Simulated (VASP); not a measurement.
# ZrB (I4mm) in VASP: further runs

Runs on ZrB. Level: PBE. Tasks: single point.

Everything below comes from runs of VASP 6.6.1. Logs are shortened: lines on timing, memory, paths and dates and some standing lists are left out, and cuts for length are marked.

### 1 The cell of the first run

It takes space group I4mm (No. 107, tetragonal). Conventional cell: a = 3.288 Å, b = 3.288 Å, c = 4.650 Å, α = 90.00°, β = 90.00°, γ = 90.00°. Within 2.5 Å of Zr (site symmetry 4mm) lie 5 B at 1.89 to 2.37 Å. B (site symmetry 4mm) has 5 Zr at 1.89 to 2.37 Å within 2.5 Å.

### 2 Single point, PBE (all Zr atoms moved +0.438 Å, as atom 1 along Cartesian [0 1 0])

The input, INCAR:

```
ALGO = Normal ; EDIFF = 1E-6
ENCUT = 520 ; GGA = PE
ISIF = 2 ; ISMEAR = 0
LASPH = T ; LCHARG = F
LREAL = F ; LWAVE = F
NBANDS = 14 ; NELM = 60
PREC = Accurate ; SIGMA = 0.15
```

The input, KPOINTS:

```
k-points
0
Gamma
  18 18 18
```

The input, POSCAR:

```
ZrB
1.0
    0.0000000000      2.3250000000      2.3250000000
    2.3250000000      0.0000000000      2.3250000000
    2.3250000000      2.3250000000      0.0000000000
Zr B
1 1
Direct
    0.0940860215     -0.0940860215      0.0940860215
    0.5000000000      0.5000000000      0.5000000000
```

Potentials or basis: VASP PAW PBE potentials, release 64 (Zr_sv, B).

Run with:

```sh
cat potpaw_PBE.64/Zr_sv/POTCAR potpaw_PBE.64/B/POTCAR > POTCAR
mpirun -np 1 vasp_std > vasp.out
```

OUTCAR:

```text
EDIFF = 1E-6
   ENCUT = 520
   GGA = PE
   ISIF = 2
   ISMEAR = 0
   LASPH = T
   LREAL = F
   NELM = 60
   PREC = Accurate

 ion  position               nearest neighbor table
   1  0.094  0.906  0.094-   2 1.89   2 2.37   2 2.37   2 2.37   2 2.37   2 2.76
   2  0.500  0.500  0.500-   1 1.89   1 2.37   1 2.37   1 2.37   1 2.37   1 2.76

  LATTYP: Found a face centered cubic cell.
 ALAT       =     4.6500000000

  Lattice vectors:

 A1 = (   0.0000000000,   2.3250000000,   2.3250000000)
 A2 = (   2.3250000000,   0.0000000000,   2.3250000000)
 A3 = (   2.3250000000,   2.3250000000,   0.0000000000)

Analysis of symmetry for initial positions (statically):
=====================================================================
 Subroutine PRICEL returns:
 Original cell was already a primitive cell.

 Routine SETGRP: Setting up the symmetry group for a
 face centered cubic supercell.

 Subroutine GETGRP returns: Found  8 space group operations
 (whereof  8 operations were pure point group operations)
 out of a pool of 48 trial point group operations.

The static configuration has the point symmetry C_4v.

Analysis of symmetry for dynamics (positions and initial velocities):
=====================================================================
 Subroutine PRICEL returns:
 Original cell was already a primitive cell.

 Routine SETGRP: Setting up the symmetry group for a
 face centered cubic supercell.

 Subroutine GETGRP returns: Found  8 space group operations
 (whereof  8 operations were pure point group operations)
 out of a pool of 48 trial point group operations.

The dynamic configuration has the point symmetry C_4v.

 Subroutine INISYM returns: Found  8 space group operations
 (whereof  8 operations are pure point group operations),
 and found     1 'primitive' translations

----------------------------------------------------------------------------------------

                                     Primitive cell

  volume of cell :      25.1362

  direct lattice vectors                    reciprocal lattice vectors
     0.000000000  2.325000000  2.325000000    -0.215053763  0.215053763  0.215053763
     2.325000000  0.000000000  2.325000000     0.215053763 -0.215053763  0.215053763
     2.325000000  2.325000000  0.000000000     0.215053763  0.215053763 -0.215053763

  length of vectors
     3.288046533  3.288046533  3.288046533     0.372484045  0.372484045  0.372484045

  position of ions in fractional coordinates (direct lattice)
     0.094086021  0.905913979  0.094086021
     0.500000000  0.500000000  0.500000000

  ion indices of the primitive-cell ions
   primitive index   ion index
                 1           1
                 2           2

----------------------------------------------------------------------------------------

 KPOINTS: k-points

Automatic generation of k-mesh.
 Grid dimensions read from file:
 generate k-points for:   18   18   18

 Generating k-lattice:

  Cartesian coordinates                     Fractional coordinates (reciprocal lattice)
    -0.011947431  0.011947431  0.011947431     0.055555556  0.000000000  0.000000000
     0.011947431 -0.011947431  0.011947431     0.000000000  0.055555556  0.000000000
     0.011947431  0.011947431 -0.011947431     0.000000000  0.000000000  0.055555556

  Length of vectors
     0.020693558  0.020693558  0.020693558

  Shift w.r.t. Gamma in fractional coordinates (k-lattice)
     0.000000000  0.000000000  0.000000000

 Subroutine IBZKPT returns following result:
 ===========================================

 Found    480 irreducible k-points:

 Following reciprocal coordinates:
            Coordinates               Weight
  0.000000  0.000000  0.000000      1.000000
  0.055556  0.000000  0.000000      8.000000
  0.111111  0.000000  0.000000      8.000000
  0.166667  0.000000  0.000000      8.000000
  0.222222  0.000000  0.000000      8.000000
  0.277778  0.000000  0.000000      8.000000
[... 16 lines left out ...]
  0.388889  0.055556  0.000000     16.000000
  0.055556  0.000000  0.388889      8.000000
 [... further k-points ...]
   k-points           NKPTS =    480   k-points in BZ     NKDIM =    480   number of bands    NBANDS=     14
   number of dos      NEDOS =    301   number of ions     NIONS =      2
   total plane-waves  NPLWV =  13824
   dimension x,y,z NGX =    24 NGY =   24 NGZ =   24
   dimension x,y,z NGXF=    48 NGYF=   48 NGZF=   48
   ions per type =               1   1
   NGX,Y,Z   is equivalent  to a cutoff of  12.13, 12.13, 12.13 a.u.
   NGXF,Y,Z  is equivalent  to a cutoff of  24.27, 24.27, 24.27 a.u.
 SYSTEM =  unknown system
   PREC   = accura    normal or accurate (medium, high low for compatibility)
   ISTART =      0    job   : 0-new  1-cont  2-samecut
   ICHARG =      2    charge: 1-file 2-atom 10-const
   ISPIN  =      1    spin polarized calculation?
   LNONCOLLINEAR =      F non collinear calculations
   LSORBIT =      F    spin-orbit coupling
   LASPH  =      T    aspherical Exc in radial PAW
   ENCUT  =  520.0 eV  38.22 Ry    6.18 a.u.   6.11  6.11  6.11*2*pi/ulx,y,z
   NELM   =     60;   NELMIN=  2; NELMDL= -5     # of ELM steps
   EDIFF  = 0.1E-05   stopping-criterion for ELM
   LREAL  =      F    real-space projection
   EDIFFG = 0.1E-04   stopping-criterion for IOM
   NSW    =      0    number of steps for IOM
   IBRION =     -1    ionic relax: 0-MD 1-quasi-New 2-CG
   NFREE  =      0    steps in history (QN), initial steepest desc. (CG)
   ISIF   =      2    stress and relaxation
   ISYM   =      2    0-nonsym 1-usesym 2-fastsym
   POTIM  = 0.5000    time-step for ionic-motion
   TEBEG  =    0.0;   TEEND  =   0.0 temperature during run
   PSTRESS=    0.0 pullay stress
   NELECT =      15.0000    total number of electrons
   NUPDOWN=      -1.0000    fix difference up-down
   EMIN   =  10.00;   EMAX   =-10.00  energy-range for DOS
   EFERMI =   0.00;   METHOD = LEGACY
   ISMEAR =     0;   SIGMA  =   0.15  broadening in eV -4-tet -1-fermi 0-gaus
   EFERMI_NEDOS =   21; number of points for ismear=-14 and -15
   IALGO  =     38    algorithm
   IMIX   =      4    mixing-type and parameters
     AMIX     =   0.40;   BMIX     =  1.00
     AMIX_MAG =   1.60;   BMIX_MAG =  1.00
  volume/ion in A,a.u.               =      12.57        84.81
  Fermi-wavevector in a.u.,A,eV,Ry     =   1.378285  2.604581 25.846565  1.899669
  Thomas-Fermi vector in A             =   2.503360
   LORBIT       =      0    0 simple, 1 ext, 2 COOP (PROOUT), +10 PAW based schemes
   GGA     = PE    functional components
   LHFCALC =     F    Hartree Fock is set to
   AEXX    =    0.0000 exact exchange contribution
   IVDW    =     0    specifies the selected vdW correction
   LEPSILON=     F    determine dielectric tensor
   LRPA    =     F    only Hartree local field effects (RPA)
 non-spin polarized calculation
 Gauss-broadening in eV      SIGMA  =   0.15
  energy-cutoff  :      520.00
  volume of cell :       25.14
 maximum number of plane-waves:       700
   NGX = 13   NGY = 13   NGZ = 13

 number of electron      15.0000000 magnetization

 Free energy of the ion-electron system (eV)
  ---------------------------------------------------
  ext. energy  EPLUGINS =         0.00000000
  ---------------------------------------------------
  free energy    TOTEN  =       -14.32054363 eV

  energy without entropy =      -14.30807106  energy(sigma->0) =      -14.31430734

 E-fermi :   9.1518     XC(G=0): -12.1528

 val. band max:        9.1510240953   @ k =   0.4444   0.0556  -0.4444
 cond. band min:       9.1519555280   @ k =   0.0556   0.0000  -0.0556
 fundamental gap:      0.0009314327
 Fermi energy:         9.1518307872

 k-point     1 :       0.0000    0.0000    0.0000
  band No.  band energies     occupation
      1     -37.8365      2.00000
      2     -15.8549      2.00000
      3     -15.5121      2.00000
      4     -15.5121      2.00000
      5       0.8781      2.00000
      6       9.2029      0.63040
      7       9.2029      0.63040
      8       9.9645      0.00000
      9      11.0477      0.00000
     10      12.8069      0.00000
     11      14.9741      0.00000
     12      14.9741      0.00000
     13      16.9076      0.00000
     14      19.7655      0.00000

 k-point     2 :       0.0556    0.0000    0.0000
  band No.  band energies     occupation
      1     -37.8329      2.00000
      2     -15.8685      2.00000
      3     -15.5333      2.00000
      4     -15.5156      2.00000
      5       0.9634      2.00000
      6       9.0473      1.67571
      7       9.1957      0.67928
      8       9.9915      0.00000
      9      11.0509      0.00000
     10      12.5885      0.00000
     11      14.7699      0.00000
     12      15.3606      0.00000
     13      17.2524      0.00000
     14      19.9800      0.00000

 k-point     3 :       0.1111    0.0000    0.0000
  band No.  band energies     occupation
      1     -37.8225      2.00000
      2     -15.9132      2.00000
      3     -15.5874      2.00000
      4     -15.5254      2.00000
      5       1.2118      2.00000
      6       8.6768      1.99999
      7       9.1454      1.04838
      8       9.9549      0.00000
      9      11.1107      0.00000
     10      12.2549      0.00000
     11      14.4412      0.00000
     12      16.2187      0.00000
     13      18.0042      0.00000
     14      20.5846      0.00000
[... 324 lines left out ...]
 k-point    23 :       0.3889    0.0556    0.0000
  band No.  band energies     occupation
      1     -37.7326      2.00000
      2     -16.4762      2.00000
      3     -15.8094      2.00000
      4     -15.6160      2.00000
      5       3.6882      2.00000
      6       6.4139      2.00000
      7       7.8649      2.00000
      8       8.4428      2.00000
      9      13.0149      0.00000
     10      13.8294      0.00000
     11      15.0723      0.00000
     12      19.2089      0.00000
     13      20.2956      0.00000
     14      22.0180      0.00000

 k-point    24 :       0.0556    0.0000    0.3889
  band No.  band energies     occupation
      1     -37.7324      2.00000
      2     -16.5028      2.00000
      3     -15.7772      2.00000
      4     -15.6250      2.00000
      5       3.7194      2.00000
      6       6.4318      2.00000
      7       8.0689      2.00000
      8       8.1224      2.00000
      9      13.0512      0.00000
     10      14.1601      0.00000
     11      15.1813      0.00000
     12      18.7492      0.00000
     13      19.5269      0.00000
     14      23.0189      0.00000

 [... further k-points ...]
[... 5 lines left out ...]
  --------------------------------------------------------------------------------------
  -------------------------------------------------------------------------------------
  Total        4.7154293     12.2729320      4.7154293      0.0000000      0.0000000      0.0000000
  in kB      300.5612278    782.2760672    300.5612278      0.0000000      0.0000000      0.0000000
  external PRESSURE =     461.1328409 kB  Pullay stress =       0.0000000 kB

 VOLUME and BASIS-vectors are now :
 -----------------------------------------------------------------------------
  energy-cutoff  :      520.00
  volume of cell :       25.14
      direct lattice vectors                 reciprocal lattice vectors
     0.000000000  2.325000000  2.325000000    -0.215053763  0.215053763  0.215053763
     2.325000000  0.000000000  2.325000000     0.215053763 -0.215053763  0.215053763
     2.325000000  2.325000000  0.000000000     0.215053763  0.215053763 -0.215053763

 POSITION                                       TOTAL-FORCE (eV/Angst)
 -----------------------------------------------------------------------------------
      2.32500      0.43750      2.32500         0.000000     -6.802565      0.000000
      2.32500      2.32500      2.32500         0.000000      6.802565      0.000000
 -----------------------------------------------------------------------------------
    total drift:                                0.000001     -0.000241      0.000001

  FREE ENERGIE OF THE ION-ELECTRON SYSTEM (eV)
  ---------------------------------------------------
  free  energy   TOTEN  =       -14.3205436266 eV

  energy  without entropy=      -14.3080710566  energy(sigma->0) =      -14.31430734
```

It took 54 s on 1 thread of Intel Xeon Platinum 8375C at 2.90GHz (Ice Lake), shared host; peak memory 0.28 GiB.

What came out:

```yaml
Free_energy: -14.3205 eV
Pressure: 46.1 GPa
Largest_force: 6.803 eV/Å
```

Forces in eV/Å, atoms in the order of the input:
```
Zr   0.000 -6.803  0.000
B    0.000  6.803  0.000
```

Caveat: the cell differs from its parent crystal (all Zr atoms moved +0.438 Å, as atom 1 along Cartesian [0 1 0]); forces of over 1 eV/Å act on the atoms, so gaps and moduli don't describe the material at rest.

### 3 Single point, PBE (all Zr atoms moved +0.312 Å, as atom 1 along Cartesian [0 1 0])

The input, INCAR:

```
  ALGO = Normal
  EDIFF = 1E-7
  ENCUT = 520
  GGA = PE
  ISIF = 2
  ISMEAR = 0
  LASPH = T
  LCHARG = F
  LREAL = F
  LWAVE = F
  NBANDS = 14
  NELM = 80
  PREC = Accurate
  SIGMA = 0.15
```

KPOINTS is that of step 2.

Edit POSCAR of step 2 so:

```diff
@@ -8,3 +8,3 @@
 Direct
-    0.0940860215     -0.0940860215      0.0940860215
+    0.0672043011     -0.0672043011      0.0672043011
     0.5000000000      0.5000000000      0.5000000000
```

Potentials or basis: VASP PAW PBE potentials, release 64 (Zr_sv, B).

Run with:

```sh
cat potpaw_PBE.64/Zr_sv/POTCAR potpaw_PBE.64/B/POTCAR > POTCAR
mpirun -np 1 vasp_std > vasp.out
```

Run time: 55 s. Hardware: 1 thread of Intel Xeon Platinum 8375C at 2.90GHz (Ice Lake), shared host; peak memory 0.28 GiB.

It converged, with:

- Free energy: -15.0031 eV
- Pressure: 40.8 GPa
- Largest force: 4.221 eV/Å

Forces in eV/Å, atoms in the order of the input:
```
Zr   0.000 -4.221  0.000
B    0.000  4.221  0.000
```

Stress tensor (GPa, compression positive):
```
31.97  0.00  0.00
 0.00 58.50  0.00
 0.00  0.00 31.97
```

Levels at points of the mesh, in eV from the Fermi level:
| k point | band 6 | band 7 | band 8 | band 9 | band 10 | band 11 |
| --- | --- | --- | --- | --- | --- | --- |
| (0.00, 0.00, 0.00) | 0.74 | 0.74 | 1.48 | 1.90 | 3.67 | 5.05 |
| (0.50, 0.00, 0.00) | -3.51 | -1.44 | -1.32 | 5.38 | 5.70 | 7.13 |
| (0.50, 0.50, 0.00) | -2.01 | -0.41 | 2.13 | 3.49 | 6.06 | 6.73 |
| (0.50, 0.00, 0.50) | -1.20 | -0.03 | 2.46 | 2.46 | 5.50 | 6.72 |

Caveat: the cell differs from its parent crystal (all Zr atoms moved +0.312 Å, as atom 1 along Cartesian [0 1 0]); forces of over 1 eV/Å act on the atoms, so gaps and moduli don't describe the material at rest.

### 4 Single point, PBE (all Zr atoms moved +0.188 Å, as atom 1 along Cartesian [0 1 0])

The input, INCAR:

```
PREC = Accurate
ENCUT = 520
EDIFF = 1E-6
ISMEAR = 0
SIGMA = 0.15
LREAL = F
LASPH = T
NELM = 100
ALGO = Normal
ISIF = 2
LWAVE = F
LCHARG = F
GGA = PE
NBANDS = 14
```

The input, KPOINTS:

```
Automatic mesh
0
Gamma
  18 18 18
```

Edit POSCAR of step 3 so:

```diff
@@ -8,3 +8,3 @@
 Direct
-    0.0672043011     -0.0672043011      0.0672043011
+    0.0403225806     -0.0403225806      0.0403225806
     0.5000000000      0.5000000000      0.5000000000
```

Run with:

```sh
cat potpaw_PBE.64/Zr_sv/POTCAR potpaw_PBE.64/B/POTCAR > POTCAR
mpirun -np 1 vasp_std > vasp.out
```

Run time: 53 s. Hardware: 1 thread of Intel Xeon Platinum 8375C at 2.90GHz (Ice Lake), shared host; peak memory 0.28 GiB.

The run converged. Its results:

```yaml
Free_energy: -15.3969 eV
Pressure: 37.1 GPa
Largest_force: 2.174 eV/Å
```

Forces in eV/Å, atoms in the order of the input:
```
Zr   0.000 -2.174  0.000
B    0.000  2.174  0.000
```

Stress tensor (GPa, compression positive):
```
33.75  0.00  0.00
 0.00 43.67  0.00
 0.00  0.00 33.75
```

Levels at points of the mesh, in eV from the Fermi level:
| k point | band 6 | band 7 | band 8 | band 9 | band 10 | band 11 |
| --- | --- | --- | --- | --- | --- | --- |
| (0.00, 0.00, 0.00) | 1.39 | 1.39 | 1.92 | 2.32 | 3.69 | 4.38 |
| (0.50, 0.00, 0.00) | -3.56 | -1.42 | -1.37 | 5.64 | 5.75 | 7.30 |
| (0.50, 0.50, 0.00) | -1.49 | -0.34 | 2.37 | 2.94 | 5.71 | 6.86 |
| (0.50, 0.00, 0.50) | -1.15 | -0.20 | 2.52 | 2.52 | 5.49 | 6.86 |

Caveat: the cell differs from its parent crystal (all Zr atoms moved +0.188 Å, as atom 1 along Cartesian [0 1 0]); forces of over 1 eV/Å act on the atoms, so gaps and moduli don't describe the material at rest.
